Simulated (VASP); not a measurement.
The system is Tm.

```xyz
2
Lattice="3.5400 0.0000 0.0000 -1.7700 3.0657 0.0000 0.0000 0.0000 5.5578" Properties=species:S:1:pos:R:3 pbc="T T T"
Tm    0.0000    2.0438    4.1684
Tm    1.7700    1.0219    1.3895
```

```yaml
Program: VASP 6.6.1
Task: relaxation of cell and atoms
Functional: PBE
Potentials_or_basis: VASP PAW PBE potentials, release 64 (Tm)
Cutoff: 600 eV
k_mesh: 6 × 6 × 4
Occupations: gaussian, width 0.05 eV
Spin: collinear spin, ferromagnetic start
Starting_moments: "[2.0, 2.0] μB"
```

At the start: pressure 4.4 GPa; volume 30.16 Å³/atom.

Q: How do energy, volume and symmetry change on relaxing?

A: Over 78 steps the energy falls by 93.5 meV/atom and the volume is 34.59 Å³/atom (+14.7 %); space group P6_3/mmc (No. 194, to 0.05 Å); moment 2.04 μB per cell.

Step by step:
```tsv
step	energy change (eV)	largest force (eV/Å)	pressure (GPa)	volume (Å³)
1	0.0000	0.0000	4.36	60.32
3	-0.0769	0.0000	0.39	66.03
5	-0.1835	0.0000	0.17	67.03
7	-0.1850	0.0000	1.59	67.47
9	-0.1860	0.0000	0.04	67.84
11	-0.1858	0.0000	-1.13	67.75
13	-0.1855	0.0000	0.63	67.61
15	-0.1857	0.0000	0.66	67.71
17	-0.1858	0.0000	0.01	67.74
19	-0.1859	0.0000	0.46	67.82
21	-0.1869	0.0000	0.09	68.55
23	-0.1870	0.0000	0.38	68.70
25	-0.1869	0.0000	-0.66	69.29
27	-0.1869	0.0000	0.16	69.17
29	-0.1869	0.0000	-0.16	69.11
31	-0.1867	0.0000	0.33	68.85
33	-0.1867	0.0000	-0.24	68.86
35	-0.1867	0.0000	0.99	68.79
37	-0.1867	0.0000	0.35	68.86
39	-0.1867	0.0000	-1.78	68.82
41	-0.1867	0.0000	0.67	68.71
43	-0.1867	0.0000	2.47	68.79
45	-0.1867	0.0000	0.92	68.81
47	-0.1867	0.0000	0.57	68.81
49	-0.1867	0.0000	0.10	68.82
51	-0.1868	0.0000	-0.04	68.86
53	-0.1868	0.0000	0.35	68.88
55	-0.1869	0.0000	0.22	68.95
57	-0.1869	0.0000	-0.51	69.23
59	-0.1869	0.0000	0.32	69.18
61	-0.1869	0.0000	0.46	69.22
63	-0.1868	0.0000	-0.04	69.29
65	-0.1869	0.0000	0.46	69.25
67	-0.1869	0.0000	-0.36	69.25
69	-0.1869	0.0000	-0.44	69.25
71	-0.1869	0.0000	0.46	69.19
73	-0.1869	0.0000	-0.31	69.19
75	-0.1869	0.0000	-0.13	69.19
77	-0.1869	0.0000	0.74	69.18
78	-0.1869	0.0000	0.08	69.19
```

Final structure:
```
Tm
1.0
     3.68652    0.00000    0.00000
    -1.84326    3.19262    0.00000
     0.00000    0.00000    5.87851
Tm
2
Cartesian
  0.0000 2.1284 4.4089
  1.8433 1.0642 1.4696
```

Caveat: the magnetic or orbital state may not be the lowest.
